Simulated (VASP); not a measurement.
# Se (P3_121) in VASP: further runs

Runs on Se. Level: LDA. Tasks: electric field gradients.

Everything below comes from runs of VASP 6.6.1. Logs are shortened: lines on timing, memory, paths and dates and some standing lists are left out, and cuts for length are marked.

### 1 The cell of the first run

It takes space group P3_121 (No. 152, trigonal). Conventional cell: a = 4.366 Å, b = 4.366 Å, c = 4.904 Å, α = 90.00°, β = 90.00°, γ = 120.00°. Se (site symmetry 2) has 2 Se at 2.36 Å within 3.1 Å.

### 2 Electric field gradients, LDA (zz strain of -1 %)

The input, INCAR:

```
SYSTEM = Se
  PREC = Accurate
  ENCUT = 520
  EDIFF = 1E-8
  ISMEAR = -1
  SIGMA = 0.03
  LREAL = .FALSE.
  LASPH = .TRUE.
  NELM = 80
  ALGO = Normal
  ISIF = 2
  LWAVE = .FALSE.
  LCHARG = .FALSE.
  GGA = CA
  LEFG = .TRUE.
  NBANDS = 16
```

The input, KPOINTS:

```
regular mesh
0
G
  6 6 5
  0 0 0
```

The input, POSCAR:

```
Se
1.0
    4.3661999489      0.0000000000      0.0000000000
   -2.1830999745      3.7812400738      0.0000000000
    0.0000000000      0.0000000000      4.9040640000
Se
3
Direct
    0.2254000000      0.0000000000      0.3333333333
    0.0000000000      0.2254000000      0.6666666667
    0.7746000000      0.7746000000      0.0000000000
```

Potentials or basis: VASP PAW LDA potentials, release 64 (Se).

Run with:

```console
$ cat potpaw_LDA.64/Se/POTCAR > POTCAR
$ mpirun -np 1 vasp_std > vasp.out
```

OUTCAR:

```text
SYSTEM = Se
   PREC = Accurate
   ENCUT = 520
   EDIFF = 1E-8
   ISMEAR = -1
   LREAL = .FALSE.
   LASPH = .TRUE.
   NELM = 80
   ISIF = 2
   GGA = CA

 ion  position               nearest neighbor table
   1  0.225  0.000  0.333-   3 2.36   2 2.36
   2  0.000  0.225  0.667-   3 2.36   1 2.36
   3  0.775  0.775  0.000-   1 2.36   2 2.36

  LATTYP: Found a hexagonal cell.
 ALAT       =     4.3661999489
 C/A-ratio  =     1.1231881401

  Lattice vectors:

 A1 = (   4.3661999489,   0.0000000000,   0.0000000000)
 A2 = (  -2.1830999745,   3.7812400738,   0.0000000000)
 A3 = (   0.0000000000,   0.0000000000,   4.9040640000)

Analysis of symmetry for initial positions (statically):
=====================================================================
 Subroutine PRICEL returns:
 Original cell was already a primitive cell.

 Routine SETGRP: Setting up the symmetry group for a
 hexagonal supercell.

 Subroutine GETGRP returns: Found  6 space group operations
 (whereof  2 operations were pure point group operations)
 out of a pool of 24 trial point group operations.

The static configuration has the point symmetry C_2 .
 The point group associated with its full space group is D_3 .

Analysis of symmetry for dynamics (positions and initial velocities):
=====================================================================
 Subroutine PRICEL returns:
 Original cell was already a primitive cell.

 Routine SETGRP: Setting up the symmetry group for a
 hexagonal supercell.

 Subroutine GETGRP returns: Found  6 space group operations
 (whereof  2 operations were pure point group operations)
 out of a pool of 24 trial point group operations.

The dynamic configuration has the point symmetry C_2 .
 The point group associated with its full space group is D_3 .

 Subroutine INISYM returns: Found  6 space group operations
 (whereof  2 operations are pure point group operations),
 and found     1 'primitive' translations

----------------------------------------------------------------------------------------

                                     Primitive cell

  volume of cell :      80.9644

  direct lattice vectors                    reciprocal lattice vectors
     4.366199949  0.000000000  0.000000000     0.229032113  0.132231752  0.000000000
    -2.183099975  3.781240074  0.000000000     0.000000000  0.264463504  0.000000000
     0.000000000  0.000000000  4.904064000     0.000000000  0.000000000  0.203912510

  length of vectors
     4.366199949  4.366199949  4.904064000     0.264463504  0.264463504  0.203912510

  position of ions in fractional coordinates (direct lattice)
     0.225400000  0.000000000  0.333333333
     0.000000000  0.225400000  0.666666667
     0.774600000  0.774600000  0.000000000

  ion indices of the primitive-cell ions
   primitive index   ion index
                 1           1
                 2           2
                 3           3

----------------------------------------------------------------------------------------

 KPOINTS: regular mesh

Automatic generation of k-mesh.
 Grid dimensions read from file:
 generate k-points for:    6    6    5

 Generating k-lattice:

  Cartesian coordinates                     Fractional coordinates (reciprocal lattice)
     0.038172019  0.022038625  0.000000000     0.166666667  0.000000000  0.000000000
     0.000000000  0.044077251  0.000000000     0.000000000  0.166666667  0.000000000
     0.000000000  0.000000000  0.040782502     0.000000000  0.000000000  0.200000000

  Length of vectors
     0.044077251  0.044077251  0.040782502

  Shift w.r.t. Gamma in fractional coordinates (k-lattice)
     0.000000000  0.000000000  0.000000000

 Subroutine IBZKPT returns following result:
 ===========================================

 Found     27 irreducible k-points:

 Following reciprocal coordinates:
            Coordinates               Weight
  0.000000  0.000000  0.000000      1.000000
  0.166667  0.000000  0.000000      6.000000
  0.333333  0.000000  0.000000      6.000000
  0.500000  0.000000  0.000000      3.000000
  0.166667  0.166667  0.000000      6.000000
  0.333333  0.166667  0.000000     12.000000
[... 16 lines left out ...]
  0.500000  0.000000  0.400000      6.000000
  0.166667  0.166667  0.400000     12.000000
 [... further k-points ...]
   k-points           NKPTS =     27   k-points in BZ     NKDIM =     27   number of bands    NBANDS=     16
   number of dos      NEDOS =    301   number of ions     NIONS =      3
   total plane-waves  NPLWV =  36864
   dimension x,y,z NGX =    32 NGY =   32 NGZ =   36
   dimension x,y,z NGXF=    64 NGYF=   64 NGZF=   72
   ions per type =               3
   NGX,Y,Z   is equivalent  to a cutoff of  12.18, 12.18, 12.20 a.u.
   NGXF,Y,Z  is equivalent  to a cutoff of  24.37, 24.37, 24.41 a.u.
 SYSTEM =  Se
   PREC   = accura    normal or accurate (medium, high low for compatibility)
   ISTART =      0    job   : 0-new  1-cont  2-samecut
   ICHARG =      2    charge: 1-file 2-atom 10-const
   ISPIN  =      1    spin polarized calculation?
   LNONCOLLINEAR =      F non collinear calculations
   LSORBIT =      F    spin-orbit coupling
   LASPH  =      T    aspherical Exc in radial PAW
   ENCUT  =  520.0 eV  38.22 Ry    6.18 a.u.   8.12  8.12  9.12*2*pi/ulx,y,z
   NELM   =     80;   NELMIN=  2; NELMDL= -5     # of ELM steps
   EDIFF  = 0.1E-07   stopping-criterion for ELM
   LREAL  =      F    real-space projection
   EDIFFG = 0.1E-06   stopping-criterion for IOM
   NSW    =      0    number of steps for IOM
   IBRION =     -1    ionic relax: 0-MD 1-quasi-New 2-CG
   NFREE  =      0    steps in history (QN), initial steepest desc. (CG)
   ISIF   =      2    stress and relaxation
   ISYM   =      2    0-nonsym 1-usesym 2-fastsym
   POTIM  = 0.5000    time-step for ionic-motion
   TEBEG  =    0.0;   TEEND  =   0.0 temperature during run
   PSTRESS=    0.0 pullay stress
   NELECT =      18.0000    total number of electrons
   NUPDOWN=      -1.0000    fix difference up-down
   EMIN   =  10.00;   EMAX   =-10.00  energy-range for DOS
   EFERMI =   0.00;   METHOD = LEGACY
   ISMEAR =    -1;   SIGMA  =   0.03  broadening in eV -4-tet -1-fermi 0-gaus
   EFERMI_NEDOS =   21; number of points for ismear=-14 and -15
   IALGO  =     38    algorithm
   IMIX   =      4    mixing-type and parameters
     AMIX     =   0.40;   BMIX     =  1.00
     AMIX_MAG =   1.60;   BMIX_MAG =  1.00
  volume/ion in A,a.u.               =      26.99       182.12
  Fermi-wavevector in a.u.,A,eV,Ry     =   0.991747  1.874131 13.382181  0.983563
  Thomas-Fermi vector in A             =   2.123510
   LORBIT       =      0    0 simple, 1 ext, 2 COOP (PROOUT), +10 PAW based schemes
   GGA     = CA    functional components
   LHFCALC =     F    Hartree Fock is set to
   AEXX    =    0.0000 exact exchange contribution
   IVDW    =     0    specifies the selected vdW correction
   LEPSILON=     F    determine dielectric tensor
   LRPA    =     F    only Hartree local field effects (RPA)
 non-spin polarized calculation
  energy-cutoff  :      520.00
  volume of cell :       80.96
 maximum number of plane-waves:      2193
   NGX = 17   NGY = 17   NGZ = 19

 number of electron      18.0000002 magnetization

 Free energy of the ion-electron system (eV)
  ---------------------------------------------------
  ext. energy  EPLUGINS =         0.00000000
  ---------------------------------------------------
  free energy    TOTEN  =       -12.32127188 eV

  energy without entropy =      -12.32127188  energy(sigma->0) =      -12.32127188

 E-fermi :   3.2743     XC(G=0):  -9.2219

 val. band max:        2.6714148147   @ k =  -0.1667   0.5000   0.4000
 cond. band min:       3.8313073177   @ k =   0.0000   0.0000   0.4000
 fundamental gap:      1.1598925030
 Fermi energy:         3.2742992905

 k-point     1 :       0.0000    0.0000    0.0000
  band No.  band energies     occupation
      1     -13.2146      2.00000
      2      -9.0035      2.00000
      3      -9.0035      2.00000
      4      -1.1331      2.00000
      5      -1.1331      2.00000
      6      -1.1138      2.00000
[... 8 lines left out ...]
     15       9.0611      0.00000
     16      11.0746      0.00000
[... 420 lines left out ...]
  band No.  band energies     occupation
      1     -12.2054      2.00000
      2     -11.3498      2.00000
      3      -7.4889      2.00000
      4      -2.6650      2.00000
      5      -1.7859      2.00000
      6      -1.1731      2.00000
[... 8 lines left out ...]
     15      10.5884      0.00000
     16      10.9968      0.00000

 [... further k-points ...]

------------------------ aborting loop because EDIFF is reached ----------------------------------------

  FORCE on cell =-STRESS in cart. coord.  units (eV):
  Direction    XX          YY          ZZ          XY          YZ          ZX
  --------------------------------------------------------------------------------------
  -------------------------------------------------------------------------------------
  Total       -0.5010091     -0.5010091      0.5923812      0.0000000      0.0000000      0.0000000
  in kB       -9.9143022     -9.9143022     11.7224355      0.0000000      0.0000000      0.0000000
  external PRESSURE =      -2.7020563 kB  Pullay stress =       0.0000000 kB

 VOLUME and BASIS-vectors are now :
 -----------------------------------------------------------------------------
  energy-cutoff  :      520.00
  volume of cell :       80.96
      direct lattice vectors                 reciprocal lattice vectors
     4.366199949  0.000000000  0.000000000     0.229032113  0.132231752  0.000000000
    -2.183099975  3.781240074  0.000000000     0.000000000  0.264463504  0.000000000
     0.000000000  0.000000000  4.904064000     0.000000000  0.000000000  0.203912510

 POSITION                                       TOTAL-FORCE (eV/Angst)
 -----------------------------------------------------------------------------------
      0.98414      0.00000      1.63469         0.380945     -0.000000     -0.000000
     -0.49207      0.85229      3.26938        -0.190473      0.329908     -0.000000
      1.69103      2.92895      0.00000        -0.190473     -0.329908      0.000000
 -----------------------------------------------------------------------------------
    total drift:                                0.000000      0.000000     -0.000000

  FREE ENERGIE OF THE ION-ELECTRON SYSTEM (eV)
  ---------------------------------------------------
  free  energy   TOTEN  =       -12.3212718825 eV

  energy  without entropy=      -12.3212718822  energy(sigma->0) =      -12.32127188

 Electric field gradients (V/A^2)
---------------------------------------------------------------------
 ion       V_xx      V_yy      V_zz      V_xy      V_xz      V_yz
---------------------------------------------------------------------
   1     164.512  -327.834   163.321     0.000    -0.000   329.341
   2    -204.747    41.426   163.321  -213.192  -285.217  -164.670
   3    -204.748    41.426   163.321   213.193   285.217  -164.670
---------------------------------------------------------------------

 Electric field gradients after diagonalization (V/A^2)
 (convention: |V_zz| > |V_xx| > |V_yy|)
----------------------------------------------------------------------
 ion       V_xx      V_yy      V_zz     asymmetry (V_yy - V_xx)/ V_zz
----------------------------------------------------------------------
   1     328.564   164.512  -493.077       0.333
   2     328.564   164.512  -493.077       0.333
   3     328.564   164.513  -493.077       0.333
----------------------------------------------------------------------

           NMR quadrupolar parameters

 Cq : quadrupolar parameter    Cq=e*Q*V_zz/h
 eta: asymmetry parameters     (V_yy - V_xx)/ V_zz
 Q  : nuclear electric quadrupole moment in mb (millibarn)
----------------------------------------------------------------------
 ion       Cq(MHz)       eta       Q (mb)
----------------------------------------------------------------------
   1      -1.192       0.333       1.000
   2      -1.192       0.333       1.000
   3      -1.192       0.333       1.000
----------------------------------------------------------------------
```

Run time: 38 s. Hardware: 1 thread of Intel Xeon 8259CL, shared host; peak memory 0.17 GiB.

Results:

```yaml
Free_energy: -12.3213 eV
Pressure: -0.3 GPa
Largest_force: 0.381 eV/Å
Band_gap_on_the_k_mesh: 1.16 eV (least direct gap 1.51 eV)
Largest_electric_field_gradient_by_atom: Se -493.1 V/Å²
```

Forces in eV/Å, atoms in the order of the input:
```
Se   0.381  0.000  0.000
Se  -0.190  0.330  0.000
Se  -0.190 -0.330  0.000
```

Levels at points of the mesh, in eV from the valence-band top:
```
           k point  band 7  band 8  band 9  band 10  band 11  band 12
(0.00, 0.00, 0.00)   -2.02   -2.02   -0.32     1.94     1.94     2.17
(0.50, 0.00, 0.00)   -2.86   -1.73   -0.92     1.96     2.36     4.20
```

Electric field gradients, principal values (V/Å²):
| atom | least | middle | greatest (by size) |
| --- | --- | --- | --- |
| 1 Se | 164.512 | 328.564 | -493.077 |
| 2 Se | 164.512 | 328.564 | -493.077 |
| 3 Se | 164.513 | 328.564 | -493.077 |

Caveat: the cell differs from its parent crystal (zz strain of -1 %); without QUAD_EFG the Cq values of the log hold for a quadrupole moment of 1 mb, not for the nuclei; an odd mesh through Γ misses points on the zone boundary, where band edges can lie.

### 3 Electric field gradients, LDA (zz strain of -1 %)

The input, INCAR:

```
ALGO = Normal
EDIFF = 1E-8
ENCUT = 520
GGA = CA
ISIF = 2
ISMEAR = -1
LASPH = T
LCHARG = F
LEFG = T
LREAL = F
LWAVE = F
NBANDS = 16
NELM = 60
PREC = Accurate
SIGMA = 0.03
```

The input, KPOINTS:

```
k-points
0
Gamma
  6 6 5
```

POSCAR is that of step 2.

Potentials or basis: VASP PAW LDA potentials, release 64 (Se).

Run with:

```console
$ cat potpaw_LDA.64/Se/POTCAR > POTCAR
$ mpirun -np 1 vasp_std > vasp.out
```

OUTCAR:

```text
EDIFF = 1E-8
   ENCUT = 520
   GGA = CA
   ISIF = 2
   ISMEAR = -1
   LASPH = T
   LREAL = F
   NELM = 60
   PREC = Accurate

 ion  position               nearest neighbor table
   1  0.225  0.000  0.333-   3 2.36   2 2.36
   2  0.000  0.225  0.667-   3 2.36   1 2.36
   3  0.775  0.775  0.000-   1 2.36   2 2.36

  LATTYP: Found a hexagonal cell.
 ALAT       =     4.3661999489
 C/A-ratio  =     1.1231881401

  Lattice vectors:

 A1 = (   4.3661999489,   0.0000000000,   0.0000000000)
 A2 = (  -2.1830999745,   3.7812400738,   0.0000000000)
 A3 = (   0.0000000000,   0.0000000000,   4.9040640000)

Analysis of symmetry for initial positions (statically):
=====================================================================
 Subroutine PRICEL returns:
 Original cell was already a primitive cell.

 Routine SETGRP: Setting up the symmetry group for a
 hexagonal supercell.

 Subroutine GETGRP returns: Found  6 space group operations
 (whereof  2 operations were pure point group operations)
 out of a pool of 24 trial point group operations.

The static configuration has the point symmetry C_2 .
 The point group associated with its full space group is D_3 .

Analysis of symmetry for dynamics (positions and initial velocities):
=====================================================================
 Subroutine PRICEL returns:
 Original cell was already a primitive cell.

 Routine SETGRP: Setting up the symmetry group for a
 hexagonal supercell.

 Subroutine GETGRP returns: Found  6 space group operations
 (whereof  2 operations were pure point group operations)
 out of a pool of 24 trial point group operations.

[... 160 lines left out ...]
      2      -9.0035      2.00000
      3      -9.0035      2.00000
      4      -1.1331      2.00000
      5      -1.1331      2.00000
      6      -1.1138      2.00000
[... 433 lines left out ...]
      3      -7.4889      2.00000
      4      -2.6650      2.00000
      5      -1.7859      2.00000
      6      -1.1731      2.00000
[... 8 lines left out ...]
     15      10.5884      0.00000
     16      10.9968      0.00000

 [... further k-points ...]
[... 5 lines left out ...]
  --------------------------------------------------------------------------------------
  -------------------------------------------------------------------------------------
  Total       -0.5010091     -0.5010091      0.5923812      0.0000000      0.0000000      0.0000000
  in kB       -9.9143022     -9.9143022     11.7224355      0.0000000      0.0000000      0.0000000
  external PRESSURE =      -2.7020563 kB  Pullay stress =       0.0000000 kB

 VOLUME and BASIS-vectors are now :
 -----------------------------------------------------------------------------
  energy-cutoff  :      520.00
  volume of cell :       80.96
      direct lattice vectors                 reciprocal lattice vectors
     4.366199949  0.000000000  0.000000000     0.229032113  0.132231752  0.000000000
    -2.183099975  3.781240074  0.000000000     0.000000000  0.264463504  0.000000000
     0.000000000  0.000000000  4.904064000     0.000000000  0.000000000  0.203912510

 POSITION                                       TOTAL-FORCE (eV/Angst)
 -----------------------------------------------------------------------------------
      0.98414      0.00000      1.63469         0.380945     -0.000000     -0.000000
     -0.49207      0.85229      3.26938        -0.190473      0.329908     -0.000000
      1.69103      2.92895      0.00000        -0.190473     -0.329908      0.000000
 -----------------------------------------------------------------------------------
    total drift:                                0.000000      0.000000     -0.000000

  FREE ENERGIE OF THE ION-ELECTRON SYSTEM (eV)
  ---------------------------------------------------
  free  energy   TOTEN  =       -12.3212718825 eV

  energy  without entropy=      -12.3212718822  energy(sigma->0) =      -12.32127188

 Electric field gradients (V/A^2)
---------------------------------------------------------------------
 ion       V_xx      V_yy      V_zz      V_xy      V_xz      V_yz
---------------------------------------------------------------------
   1     164.512  -327.834   163.321     0.000    -0.000   329.341
   2    -204.747    41.426   163.321  -213.192  -285.217  -164.670
   3    -204.748    41.426   163.321   213.193   285.217  -164.670
---------------------------------------------------------------------

 Electric field gradients after diagonalization (V/A^2)
 (convention: |V_zz| > |V_xx| > |V_yy|)
----------------------------------------------------------------------
 ion       V_xx      V_yy      V_zz     asymmetry (V_yy - V_xx)/ V_zz
----------------------------------------------------------------------
   1     328.564   164.512  -493.077       0.333
   2     328.564   164.512  -493.077       0.333
   3     328.564   164.513  -493.077       0.333
----------------------------------------------------------------------

           NMR quadrupolar parameters

 Cq : quadrupolar parameter    Cq=e*Q*V_zz/h
 eta: asymmetry parameters     (V_yy - V_xx)/ V_zz
 Q  : nuclear electric quadrupole moment in mb (millibarn)
----------------------------------------------------------------------
 ion       Cq(MHz)       eta       Q (mb)
----------------------------------------------------------------------
   1      -1.192       0.333       1.000
   2      -1.192       0.333       1.000
   3      -1.192       0.333       1.000
----------------------------------------------------------------------
```

Run time: 36 s. Hardware: 1 thread of Intel Xeon 8259CL, shared host; peak memory 0.17 GiB.

What came out:

- Free energy: -12.3213 eV
- Pressure: -0.3 GPa
- Largest force: 0.381 eV/Å
- Band gap on the k mesh: 1.16 eV (least direct gap 1.51 eV)
- Largest electric field gradient by atom: Se -493.1 V/Å²

Forces on the atoms (eV/Å):
```
Se   0.381  0.000  0.000
Se  -0.190  0.330  0.000
Se  -0.190 -0.330  0.000
```

Electric field gradients, principal values (V/Å²):
| atom | least | middle | greatest (by size) |
| --- | --- | --- | --- |
| 1 Se | 164.512 | 328.564 | -493.077 |
| 2 Se | 164.512 | 328.564 | -493.077 |
| 3 Se | 164.513 | 328.564 | -493.077 |

Caveat: the cell differs from its parent crystal (zz strain of -1 %); without QUAD_EFG the Cq values of the log hold for a quadrupole moment of 1 mb, not for the nuclei; an odd mesh through Γ misses points on the zone boundary, where band edges can lie.
